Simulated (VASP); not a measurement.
# HfS2 (P-3m1) in VASP: vibrations by perturbation theory with PBE

Aim: the vibrations by perturbation theory of HfS2 with PBE.

Everything below comes from runs of VASP 6.6.1. Logs are shortened: lines on timing, memory, paths and dates and some standing lists are left out, and cuts for length are marked.

## (1) The cell of the first run

Symmetry: P-3m1, No. 164, trigonal system. The conventional cell has a = 3.633 Å, b = 3.633 Å, c = 6.090 Å, α = 90.00°, β = 90.00°, γ = 120.00°. Hf (site symmetry -3m) has 6 S at 2.55 Å within 3.4 Å. Within 3.4 Å of S (site symmetry 3m) lie 3 Hf at 2.55 Å.

## (2) Vibrations by perturbation theory, PBE

Input file INCAR:

```
  PREC = Accurate
  ENCUT = 500
  EDIFF = 1E-8
  ISMEAR = 0
  SIGMA = 0.01
  LREAL = False
  LASPH = True
  NELM = 120
  ALGO = Normal
  ISIF = 2
  LWAVE = False
  LCHARG = False
  GGA = PE
  IBRION = 8
  NSW = 1
  LEPSILON = True
  GGA_COMPAT = False
```

Input file KPOINTS:

```
Automatic mesh
0
Gamma
  12 12 6
```

Input file POSCAR:

```
HfS2
1.0
    3.6327611350      0.0000000000      0.0000000000
   -1.8163805675      3.1460634288      0.0000000000
    0.0000000000      0.0000000000      6.0898727765
Hf S
1 2
Direct
    0.0000000000      0.0000000000      0.0000000000
    0.6666666667      0.3333333333      0.7617535247
    0.3333333333      0.6666666667      0.2382464753
```

Potentials or basis: VASP PAW PBE potentials, release 64 (Hf_pv, S).

Launch:

```bash
$ cat potpaw_PBE.64/Hf_pv/POTCAR potpaw_PBE.64/S/POTCAR > POTCAR
$ mpirun -np 1 vasp_std > vasp.out
```

OUTCAR:

```text
PREC = Accurate
   ENCUT = 500
   EDIFF = 1E-8
   ISMEAR = 0
   LREAL = False
   LASPH = True
   NELM = 120
   ISIF = 2
   GGA = PE
   IBRION = 8
   NSW = 1
   LEPSILON = True

 ion  position               nearest neighbor table
   1  0.000  0.000  0.000-   2 2.55   3 2.55   2 2.55   3 2.55   2 2.55   3 2.55
   2  0.667  0.333  0.762-   1 2.55   1 2.55   1 2.55
   3  0.333  0.667  0.238-   1 2.55   1 2.55   1 2.55

  LATTYP: Found a hexagonal cell.
 ALAT       =     3.6327611350
 C/A-ratio  =     1.6763757787

  Lattice vectors:

 A1 = (   3.6327611350,   0.0000000000,   0.0000000000)
 A2 = (  -1.8163805675,   3.1460634288,   0.0000000000)
 A3 = (   0.0000000000,   0.0000000000,   6.0898727765)

Analysis of symmetry for initial positions (statically):
=====================================================================
 Subroutine PRICEL returns:
 Original cell was already a primitive cell.

 Routine SETGRP: Setting up the symmetry group for a
 hexagonal supercell.

 Subroutine GETGRP returns: Found 12 space group operations
 (whereof 12 operations were pure point group operations)
 out of a pool of 24 trial point group operations.

The static configuration has the point symmetry D_3d.

Analysis of symmetry for dynamics (positions and initial velocities):
=====================================================================
 Subroutine PRICEL returns:
 Original cell was already a primitive cell.

 Routine SETGRP: Setting up the symmetry group for a
 hexagonal supercell.

 Subroutine GETGRP returns: Found 12 space group operations
 (whereof 12 operations were pure point group operations)
 out of a pool of 24 trial point group operations.

The dynamic configuration has the point symmetry D_3d.

 Subroutine INISYM returns: Found 12 space group operations
 (whereof 12 operations are pure point group operations),
 and found     1 'primitive' translations

----------------------------------------------------------------------------------------

                                     Primitive cell

  volume of cell :      69.6005

  direct lattice vectors                    reciprocal lattice vectors
     3.632761135  0.000000000  0.000000000     0.275272709  0.158928773  0.000000000
    -1.816380567  3.146063429  0.000000000     0.000000000  0.317857546  0.000000000
     0.000000000  0.000000000  6.089872777     0.000000000  0.000000000  0.164207043

  length of vectors
     3.632761135  3.632761135  6.089872777     0.317857546  0.317857546  0.164207043

  position of ions in fractional coordinates (direct lattice)
     0.000000000  0.000000000  0.000000000
     0.666666667  0.333333333  0.761753525
     0.333333333  0.666666667  0.238246475

  ion indices of the primitive-cell ions
   primitive index   ion index
                 1           1
                 2           2
                 3           3

----------------------------------------------------------------------------------------

 KPOINTS: Automatic mesh

Automatic generation of k-mesh.
 Grid dimensions read from file:
 generate k-points for:   12   12    6

 Generating k-lattice:

[... 605 lines left out ...]

 PIEZOELECTRIC TENSOR FIELD DIRECTION 3  (C/m^2)
 -----------------------------------------------------------------------------
    -0.00024 -0.00000  0.00000
     0.00000 -0.00024  0.00000
    -0.00000  0.00000  0.00097

--------------------------------------- Ionic step        4  -------------------------------------------

------------------------ aborting loop because EDIFF is reached ----------------------------------------

[... ionic steps 5 to 5 ...]

--------------------------------------- Ionic step        6  -------------------------------------------

------------------------ aborting loop because EDIFF is reached ----------------------------------------

--------------------------------------- Ionic step        7  -------------------------------------------

------------------------ aborting loop because EDIFF is reached ----------------------------------------

[... ionic steps 8 to 8 ...]

--------------------------------------- Ionic step        9  -------------------------------------------

 Free energy of the ion-electron system (eV)
  ---------------------------------------------------
  ---------------------------------------------------
  free energy    TOTEN  =        -0.12581863 eV

  energy without entropy =       -0.12581863

------------------------ aborting loop because EDIFF is reached ----------------------------------------

 INTERNAL STRAIN TENSOR  FOR ION    2  DIRECTION 3   (eV/Angst):
 -----------------------------------------------------------------------------
     9.77508  0.00000 -0.00000
     0.00000  9.77508  0.00000
     0.00000 -0.00000 16.57869

 MACROSCOPIC STATIC DIELECTRIC TENSOR (including local field effects in DFT)
 ------------------------------------------------------
           9.837706     0.000000     0.000000
          -0.000000     9.837706    -0.000000
           0.000000    -0.000000     4.608847
 ------------------------------------------------------

 PIEZOELECTRIC TENSOR (including local field effects)  for field in x, y, z        (e  Angst)
          XX          YY          ZZ          XY          YZ          ZX
  --------------------------------------------------------------------------------
  x     0.00000     0.00000     0.00000     0.00000     0.00000     0.00000
  y     0.00000     0.00000     0.00000     0.00000     0.00000     0.00000
  z     0.00000     0.00000     0.00000     0.00000     0.00000     0.00000

 PIEZOELECTRIC TENSOR (including local field effects)  for field in x, y, z        (C/m^2)
          XX          YY          ZZ          XY          YZ          ZX
  --------------------------------------------------------------------------------
  x     0.00000     0.00000     0.00000     0.00000     0.00000     0.00000
  y     0.00000     0.00000     0.00000     0.00000     0.00000     0.00000
  z     0.00000     0.00000     0.00000     0.00000     0.00000     0.00000

 BORN EFFECTIVE CHARGES (including local field effects) (in |e|, cummulative output)
 ---------------------------------------------------------------------------------
 ion    1
    1     6.72154     0.00000     0.00000
    2     0.00000     6.72154    -0.00000
    3     0.00000     0.00000     1.73141
 ion    2
    1    -3.36077     0.00000     0.00000
    2     0.00000    -3.36077     0.00000
    3     0.00000     0.00000    -0.86571
 ion    3
    1    -3.36077     0.00000    -0.00000
    2     0.00000    -3.36077     0.00000
    3    -0.00000     0.00000    -0.86571

 INTERNAL STRAIN TENSOR FOR ION    3 for displacements in x,y,z  (eV/Angst):
          X           Y           Z          XY          YZ          ZX
  --------------------------------------------------------------------------------
  x     0.00000     0.00000     0.00000     3.36065     0.00000   -10.05549
  y     3.36065    -3.36065     0.00000     0.00000   -10.95361     0.00000
  z    -9.77508    -9.77508   -16.57869     0.00000    -0.00000     0.00000

 SECOND DERIVATIVES (NOT SYMMETRIZED)
 ------------------------------------
               1X          1Y          1Z          2X          2Y          2Z          3X          3Y          3Z
  1X    -3.545409    0.000000    0.000000    1.772705    0.000000    0.000000    1.772705    0.000000    0.000000
  1Y     0.000000   -3.545409    0.000000    0.000000    1.772705    0.000000    0.000000    1.772705    0.000000
  1Z     0.000000    0.000000  -15.764837    0.000000    0.000000    7.882418    0.000000    0.000000    7.882418
  2X     1.784075    0.000000    0.000000   -4.632739   -0.000000    0.000000    2.848664    0.000000    0.000000
  2Y     0.000000    1.784075    0.000000    0.000000   -4.632739    0.000000    0.000000    2.848664    0.000000
  2Z     0.000000    0.000000    7.879722    0.000000   -0.000000   -9.995413    0.000000    0.000000    2.115691
  3X     1.784075    0.000000    0.000000    2.848664    0.000000    0.000000   -4.632739   -0.000000    0.000000
  3Y     0.000000    1.784075    0.000000    0.000000    2.848664    0.000000    0.000000   -4.632739    0.000000
  3Z     0.000000    0.000000    7.879722    0.000000    0.000000    2.115691    0.000000   -0.000000   -9.995413

 Eigenvectors and eigenvalues of the dynamical matrix
 ----------------------------------------------------

   1 f  =    9.607717 THz    60.367065 2PiTHz  320.478938 cm-1    39.734306 meV
             X         Y         Z           dx          dy          dz
      0.000000  0.000000  0.000000    -0.000000    0.000000    0.000000
      1.816381  1.048688  4.638982    -0.000000    0.000000   -0.707107
     -0.000000  2.097376  1.450891     0.000000   -0.000000    0.707107
[... 43 lines left out ...]
   9 f/i=    0.006046 THz     0.037991 2PiTHz    0.201688 cm-1     0.025006 meV
             X         Y         Z           dx          dy          dz
      0.000000  0.000000  0.000000    -0.096995   -0.852938    0.000000
      1.816381  1.048688  4.638982    -0.040980   -0.360368    0.000000
     -0.000000  2.097376  1.450891    -0.040980   -0.360368    0.000000

--------------------------------------------------------------------------------------------------------

 MACROSCOPIC STATIC DIELECTRIC TENSOR IONIC CONTRIBUTION
 ------------------------------------------------------
          33.059430     0.000000    -0.000000
           0.000000    33.059430     0.000000
          -0.000000     0.000000     0.494441
 ------------------------------------------------------

 ELASTIC MODULI CONTR FROM IONIC RELAXATION (kBar)
 Direction    XX          YY          ZZ          XY          YZ          ZX
 --------------------------------------------------------------------------------
 XX        -432.7334   -293.7315   -616.0482      0.0000    226.5296     -0.0000
 YY        -293.7315   -432.7334   -616.0482      0.0000   -226.5296     -0.0000
 ZZ        -616.0482   -616.0482  -1044.8277      0.0000     -0.0000     -0.0000
 XY           0.0000      0.0000      0.0000    -69.5009     -0.0000    207.9559
 YZ         226.5296   -226.5296     -0.0000     -0.0000   -738.3451      0.0000
 ZX          -0.0000     -0.0000     -0.0000    207.9559      0.0000   -622.2311
 --------------------------------------------------------------------------------

 PIEZOELECTRIC TENSOR IONIC CONTR  for field in x, y, z        (C/m^2)
          XX          YY          ZZ          XY          YZ          ZX
  --------------------------------------------------------------------------------
  x     0.00000     0.00000     0.00000    -0.00000     0.00000     0.00000
  y     0.00000     0.00000     0.00000     0.00000     0.00000    -0.00000
  z     0.00000     0.00000     0.00000     0.00000     0.00000    -0.00000
```

Wall time 22 min (1 thread of Intel Xeon 6975P-C (Granite Rapids), shared host); peak memory 1 GiB.

What came out:

| Item | Value |
| --- | --- |
| Electronic dielectric tensor (diagonal) | 9.84, 9.84, 4.61 |
| Born charges (mean of the diagonal) | Hf +5.06; S -2.53 e |
| Highest phonon frequency at Γ, LO-TO splitting left out | 320 cm⁻¹ |

Phonon frequencies in cm⁻¹ (negative: imaginary):
```tsv
q point	frequencies
(0.000, 0.000, 0.000)	0 0 0 143 143 252 252 301 320
```

Electronic dielectric tensor:
```
9.84 0.00 0.00
0.00 9.84 0.00
0.00 0.00 4.61
```

Born effective charge tensors (e):
atom 1, Hf
```
6.72 0.00 0.00
0.00 6.72 0.00
0.00 0.00 1.73
```
atom 2, S
```
-3.36  0.00  0.00
 0.00 -3.36  0.00
 0.00  0.00 -0.87
```
atom 3, S
```
-3.36  0.00  0.00
 0.00 -3.36  0.00
 0.00  0.00 -0.87
```

Caveat: spin-orbit coupling is left out, which moves the levels of the heavy elements.
